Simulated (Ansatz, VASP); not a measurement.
# K: VASP beside Ansatz

```
K
1.0
    -2.59764    2.59764    2.59764
     2.59764   -2.59764    2.59764
     2.59764    2.59764   -2.59764
K
1
Direct
  0.00000 0.00000 0.00000
```

Alike in both runs: task single point; functional revPBE; k mesh 14 × 14 × 14; occupations fermi-dirac, width 0.1 eV; no spin polarisation.

|  | VASP | Ansatz |
| --- | --- | --- |
| version | VASP 6.6.1 | Ansatz 0.2.0 |
| potentials or method | VASP PAW PBE potentials, release 64 (K_sv), cutoff 520 eV | plane waves (420 eV) with PAW, scalar-relativistic |
| valence electrons in the cell | 9 | 9 |

|  | VASP | Ansatz | Ansatz less VASP |
| --- | --- | --- | --- |
| pressure (GPa) | 0.5 | 0.5 | +0.01 |

VASP's potentials were made for PBE, not for revPBE.
